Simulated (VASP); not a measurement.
# MgS (F-43m) in VASP: settings compared, part 2 of 2

VASP 6.6.1. Earlier steps stand in the parts before.

### Step 4. Relaxation of cell and atoms, PBEsol, target pressure 30 GPa, at which the enthalpy is minimised

Contents of INCAR:

```
PREC = Accurate ; ENCUT = 600
EDIFF = 1E-7 ; ISMEAR = -1
SIGMA = 0.05 ; LREAL = False
LASPH = True ; NELM = 60
ALGO = Normal ; ISIF = 3
LWAVE = False ; LCHARG = False
GGA = PS ; IBRION = 2
NSW = 80 ; EDIFFG = -0.02
PSTRESS = 300.0
```

Contents of KPOINTS:

```
Automatic mesh
0
Gamma
  8 8 8
```

Contents of POSCAR:

```
MgS
1.0
    0.0000000000      2.8331200468      2.8331200468
    2.8331200468      0.0000000000      2.8331200468
    2.8331200468      2.8331200468      0.0000000000
S Mg
1 1
Direct
    0.2500000000      0.2500000000      0.2500000000
    0.0000000000      0.0000000000      0.0000000000
```

Potentials or basis: VASP PAW PBE potentials, release 64 (S, Mg).

Run with:

```
$ cat potpaw_PBE.64/S/POTCAR potpaw_PBE.64/Mg/POTCAR > POTCAR
$ mpirun -np 1 vasp_std > vasp.out
```

OUTCAR:

```text
PREC = Accurate
   ENCUT = 600
   EDIFF = 1E-7
   ISMEAR = -1
   LREAL = False
   LASPH = True
   NELM = 60
   ISIF = 3
   GGA = PS
   IBRION = 2
   NSW = 80
   EDIFFG = -0.02
   PSTRESS = 300.0

 ion  position               nearest neighbor table
   1  0.250  0.250  0.250-   2 2.45   2 2.45   2 2.45   2 2.45
   2  0.000  0.000  0.000-   1 2.45   1 2.45   1 2.45   1 2.45

  LATTYP: Found a face centered cubic cell.
 ALAT       =     5.6662400936

  Lattice vectors:

 A1 = (   0.0000000000,   2.8331200468,   2.8331200468)
 A2 = (   2.8331200468,   0.0000000000,   2.8331200468)
 A3 = (   2.8331200468,   2.8331200468,   0.0000000000)

Analysis of symmetry for initial positions (statically):
=====================================================================
 Subroutine PRICEL returns:
 Original cell was already a primitive cell.

 Routine SETGRP: Setting up the symmetry group for a
 face centered cubic supercell.

 Subroutine GETGRP returns: Found 24 space group operations
 (whereof 24 operations were pure point group operations)
 out of a pool of 48 trial point group operations.

The static configuration has the point symmetry T_d .

Analysis of symmetry for dynamics (positions and initial velocities):
=====================================================================
 Subroutine PRICEL returns:
 Original cell was already a primitive cell.

 Routine SETGRP: Setting up the symmetry group for a
 face centered cubic supercell.

 Subroutine GETGRP returns: Found 24 space group operations
 (whereof 24 operations were pure point group operations)
 out of a pool of 48 trial point group operations.

The dynamic configuration has the point symmetry T_d .

 Subroutine INISYM returns: Found 24 space group operations
 (whereof 24 operations are pure point group operations),
 and found     1 'primitive' translations

----------------------------------------------------------------------------------------

                                     Primitive cell

  volume of cell :      45.4805

  direct lattice vectors                    reciprocal lattice vectors
     0.000000000  2.833120047  2.833120047    -0.176483874  0.176483874  0.176483874
     2.833120047  0.000000000  2.833120047     0.176483874 -0.176483874  0.176483874
     2.833120047  2.833120047  0.000000000     0.176483874  0.176483874 -0.176483874

  length of vectors
     4.006636794  4.006636794  4.006636794     0.305679036  0.305679036  0.305679036

  position of ions in fractional coordinates (direct lattice)
     0.250000000  0.250000000  0.250000000
     0.000000000  0.000000000  0.000000000

  ion indices of the primitive-cell ions
   primitive index   ion index
                 1           1
                 2           2

----------------------------------------------------------------------------------------

 KPOINTS: Automatic mesh

Automatic generation of k-mesh.
 Grid dimensions read from file:
 generate k-points for:    8    8    8

 Generating k-lattice:

  Cartesian coordinates                     Fractional coordinates (reciprocal lattice)
    -0.022060484  0.022060484  0.022060484     0.125000000  0.000000000  0.000000000
     0.022060484 -0.022060484  0.022060484     0.000000000  0.125000000  0.000000000
     0.022060484  0.022060484 -0.022060484     0.000000000  0.000000000  0.125000000

  Length of vectors
     0.038209879  0.038209879  0.038209879

  Shift w.r.t. Gamma in fractional coordinates (k-lattice)
     0.000000000  0.000000000  0.000000000

 Subroutine IBZKPT returns following result:
 ===========================================

 Found     29 irreducible k-points:

 Following reciprocal coordinates:
            Coordinates               Weight
  0.000000  0.000000  0.000000      1.000000
  0.125000  0.000000  0.000000      8.000000
  0.250000  0.000000  0.000000      8.000000
  0.375000  0.000000  0.000000      8.000000
  0.500000  0.000000  0.000000      4.000000
  0.125000  0.125000  0.000000      6.000000
[... 16 lines left out ...]
  0.500000  0.250000  0.125000     48.000000
 -0.375000  0.250000  0.125000     24.000000
 [... further k-points ...]
   k-points           NKPTS =     29   k-points in BZ     NKDIM =     29   number of bands    NBANDS=      8
   number of dos      NEDOS =    301   number of ions     NIONS =      2
   total plane-waves  NPLWV =  32768
   dimension x,y,z NGX =    32 NGY =   32 NGZ =   32
   dimension x,y,z NGXF=    64 NGYF=   64 NGZF=   64
   ions per type =               1   1
   NGX,Y,Z   is equivalent  to a cutoff of  13.28, 13.28, 13.28 a.u.
   NGXF,Y,Z  is equivalent  to a cutoff of  26.56, 26.56, 26.56 a.u.
 SYSTEM =  unknown system
   PREC   = accura    normal or accurate (medium, high low for compatibility)
   ISTART =      0    job   : 0-new  1-cont  2-samecut
   ICHARG =      2    charge: 1-file 2-atom 10-const
   ISPIN  =      1    spin polarized calculation?
   LNONCOLLINEAR =      F non collinear calculations
   LSORBIT =      F    spin-orbit coupling
   LASPH  =      T    aspherical Exc in radial PAW
   ENCUT  =  600.0 eV  44.10 Ry    6.64 a.u.   8.00  8.00  8.00*2*pi/ulx,y,z
   NELM   =     60;   NELMIN=  2; NELMDL= -5     # of ELM steps
   EDIFF  = 0.1E-06   stopping-criterion for ELM
   LREAL  =      F    real-space projection
   EDIFFG = -.2E-01   stopping-criterion for IOM
   NSW    =     80    number of steps for IOM
   IBRION =      2    ionic relax: 0-MD 1-quasi-New 2-CG
   NFREE  =      1    steps in history (QN), initial steepest desc. (CG)
   ISIF   =      3    stress and relaxation
   ISYM   =      2    0-nonsym 1-usesym 2-fastsym
   POTIM  = 0.5000    time-step for ionic-motion
   TEBEG  =    0.0;   TEEND  =   0.0 temperature during run
   PSTRESS=  300.0 pullay stress
   NELECT =       8.0000    total number of electrons
   NUPDOWN=      -1.0000    fix difference up-down
   EMIN   =  10.00;   EMAX   =-10.00  energy-range for DOS
   EFERMI =   0.00;   METHOD = LEGACY
   ISMEAR =    -1;   SIGMA  =   0.05  broadening in eV -4-tet -1-fermi 0-gaus
   EFERMI_NEDOS =   21; number of points for ismear=-14 and -15
   IALGO  =     38    algorithm
   IMIX   =      4    mixing-type and parameters
     AMIX     =   0.40;   BMIX     =  1.00
     AMIX_MAG =   1.60;   BMIX_MAG =  1.00
  volume/ion in A,a.u.               =      22.74       153.46
  Fermi-wavevector in a.u.,A,eV,Ry     =   0.917269  1.733386 11.447692  0.841382
  Thomas-Fermi vector in A             =   2.042218
   LORBIT       =      0    0 simple, 1 ext, 2 COOP (PROOUT), +10 PAW based schemes
   GGA     = PS    functional components
   LHFCALC =     F    Hartree Fock is set to
   AEXX    =    0.0000 exact exchange contribution
   IVDW    =     0    specifies the selected vdW correction
   LEPSILON=     F    determine dielectric tensor
   LRPA    =     F    only Hartree local field effects (RPA)
 conjugate gradient relaxation of ions
 non-spin polarized calculation
  energy-cutoff  :      600.00
  volume of cell :       45.48
 maximum number of plane-waves:      1540
   NGX = 17   NGY = 17   NGZ = 17

--------------------------------------- Ionic step        1  -------------------------------------------

 number of electron       8.0000000 magnetization

 Free energy of the ion-electron system (eV)
  ---------------------------------------------------
  ext. energy  EPLUGINS =         0.00000000
  ---------------------------------------------------
  free energy    TOTEN  =        -8.91745792 eV

  energy without entropy =       -8.91745792  energy(sigma->0) =       -8.91745792

 E-fermi :   2.0276     XC(G=0):  -8.5679

 val. band max:        0.9864671160   @ k =   0.0000   0.0000   0.0000
 cond. band min:       4.2715419971   @ k =   0.0000   0.0000   0.0000
 fundamental gap:      3.2850748811
 Fermi energy:         2.0275527605

 k-point     1 :       0.0000    0.0000    0.0000
  band No.  band energies     occupation
      1     -10.2748      2.00000
      2       0.9865      2.00000
      3       0.9865      2.00000
      4       0.9865      2.00000
      5       4.2715      0.00000
      6       8.8534      0.00000
      7       8.8534      0.00000
      8       8.8534      0.00000
[... 669 lines left out ...]
  FREE ENERGIE OF THE ION-ELECTRON SYSTEM (eV)
  ---------------------------------------------------
  free  energy   TOTEN  =        -8.1507973832 eV

  energy  without entropy=       -8.1507973832  energy(sigma->0) =       -8.15079738

  enthalpy is  TOTEN    =        -1.7536987015 eV   P V=        6.3970986817

--------------------------------------- Ionic step        5  -------------------------------------------

 number of electron       8.0000000 magnetization

 Free energy of the ion-electron system (eV)
  ---------------------------------------------------
  ext. energy  EPLUGINS =         0.00000000
  ---------------------------------------------------
  free energy    TOTEN  =        -8.09229628 eV

  energy without entropy =       -8.09229628  energy(sigma->0) =       -8.09229628

 E-fermi :   4.2523     XC(G=0):  -9.7670

 val. band max:        3.1665959752   @ k =   0.0000   0.0000   0.0000
 cond. band min:       6.4605533569   @ k =   0.5000   0.5000   0.0000
 fundamental gap:      3.2939573817
 Fermi energy:         4.2522602047

 k-point     1 :       0.0000    0.0000    0.0000
  band No.  band energies     occupation
      1      -9.3144      2.00000
      2       3.1666      2.00000
      3       3.1666      2.00000
      4       3.1666      2.00000
      5       8.0706      0.00000
      6      11.7453      0.00000
      7      11.7453      0.00000
      8      11.7453      0.00000
[... 275 lines left out ...]
 POSITION                                       TOTAL-FORCE (eV/Angst)
 -----------------------------------------------------------------------------------
      1.28367      1.28367      1.28367        -0.000000     -0.000000     -0.000000
      0.00000      0.00000      0.00000         0.000000      0.000000      0.000000
 -----------------------------------------------------------------------------------
    total drift:                                0.000000      0.000000      0.000000

  FREE ENERGIE OF THE ION-ELECTRON SYSTEM (eV)
  ---------------------------------------------------
  free  energy   TOTEN  =        -8.0922962809 eV

  energy  without entropy=       -8.0922962809  energy(sigma->0) =       -8.09229628

  enthalpy is  TOTEN    =        -1.7552250036 eV   P V=        6.3370712774

 reached required accuracy - stopping structural energy minimisation
```

Run time: 42 s. Hardware: 1 thread of Intel Xeon Platinum 8488C (Sapphire Rapids), shared host; peak memory 0.19 GiB.

What came out:

* Free energy: -8.0923 eV
* Relaxed volume: 16.92 Å³/atom
* Relaxed cell: a = 3.631 Å, b = 3.631 Å, c = 3.631 Å, α = 60.00°, β = 60.00°, γ = 60.00°
* Space group after relaxing (to 0.05 Å): F-43m (No. 216)
* Energy change on relaxing (the enthalpy is what falls): +412.6 meV/atom
* Ionic steps: 5
* Pressure after relaxing: 30.0 GPa
* Band gap on the k mesh: 3.29 eV, indirect (least direct gap 4.73 eV)

The path:
```csv
step,energy change (eV),largest force (eV/Å),pressure (GPa),volume (Å³)
1,0.0000,0.0000,-0.50,45.48
2,6.4275,0.0000,163.25,22.52
3,0.6362,0.0000,24.98,34.95
4,0.7667,0.0000,28.48,34.16
5,0.8252,0.0000,30.01,33.84
```

Final structure:
```yaml
crystal:
  lattice:
    - [0.00000, 2.56734, 2.56734]
    - [2.56734, 0.00000, 2.56734]
    - [2.56734, 2.56734, 0.00000]
  atoms:
    - { symbol: S, position: [0.25000, 0.25000, 0.25000] }
    - { symbol: Mg, position: [0.00000, 0.00000, 0.00000] }
```

Caveat: the cell is relaxed towards a set pressure, so the enthalpy falls and the energy may rise; the volume moved by over 15 % at a fixed basis, so the end points are rough; the PAW data sets were made with another functional, which shifts forces and pressure a little.

### Step 5. Single point, SVWN5

Contents of INCAR:

```
SYSTEM = MgS
  PREC = Accurate
  ENCUT = 520
  EDIFF = 1E-6
  ISMEAR = -1
  SIGMA = 0.025
  LREAL = .FALSE.
  LASPH = .TRUE.
  NELM = 100
  ALGO = Normal
  ISIF = 2
  LWAVE = .FALSE.
  LCHARG = .FALSE.
  GGA = VW
  NBANDS = 11
```

Contents of KPOINTS:

```
regular mesh
0
G
  8 8 8
  0 0 0
```

POSCAR is that of step 4.

Run with:

```
$ cat potpaw_PBE.64/S/POTCAR potpaw_PBE.64/Mg/POTCAR > POTCAR
$ mpirun -np 1 vasp_std > vasp.out
```

Wall time 12 s (1 thread of Intel Xeon 6975P-C, shared host); peak memory 0.15 GiB.

Results (log left out):

- Free energy: -9.3365 eV
- Pressure: -2.2 GPa
- Band gap on the k mesh: 3.18 eV, direct

Levels at points of the mesh, in eV from the valence-band top:
| k point | band 2 | band 3 | band 4 | band 5 | band 6 | band 7 |
| --- | --- | --- | --- | --- | --- | --- |
| (0.00, 0.00, 0.00) | 0.00 | 0.00 | 0.00 | 3.18 | 7.80 | 7.80 |
| (0.50, 0.00, 0.00) | -3.20 | -0.33 | -0.33 | 4.88 | 7.49 | 7.49 |
| (0.50, 0.50, 0.00) | -2.88 | -1.05 | -1.05 | 3.67 | 5.45 | 10.87 |

Caveat: the PAW data sets were made with another functional, which shifts forces and pressure a little.

### Step 6. Overview

```tsv
task	level	cell	cutoff (eV)	smearing	gap on the mesh (eV)	pressure (GPa)
relaxation of cell and atoms	PBEsol	relaxed to 10 GPa	600	fermi-dirac 0.05 eV	3.56	9.9
relaxation of cell and atoms	PBEsol	relaxed to 20 GPa	600	fermi-dirac 0.05 eV	3.42	20.0
relaxation of cell and atoms	PBEsol	relaxed to 30 GPa	600	fermi-dirac 0.05 eV	3.29	30.0
single point	SVWN5	as given	520	fermi-dirac 0.025 eV	3.18	-2.2
```

Alike in all rows: potentials or basis VASP PAW PBE potentials, release 64 (S, Mg); no spin polarisation; k mesh 8 × 8 × 8.

Caveats: the PAW data sets were made with another functional, which shifts forces and pressure a little; the cell is relaxed towards a set pressure, so the enthalpy falls and the energy may rise (some runs); the volume moved by over 15 % at a fixed basis, so the end points are rough (some runs).

Total energies depend on the potentials used, so only differences within one code and one set of settings carry meaning.
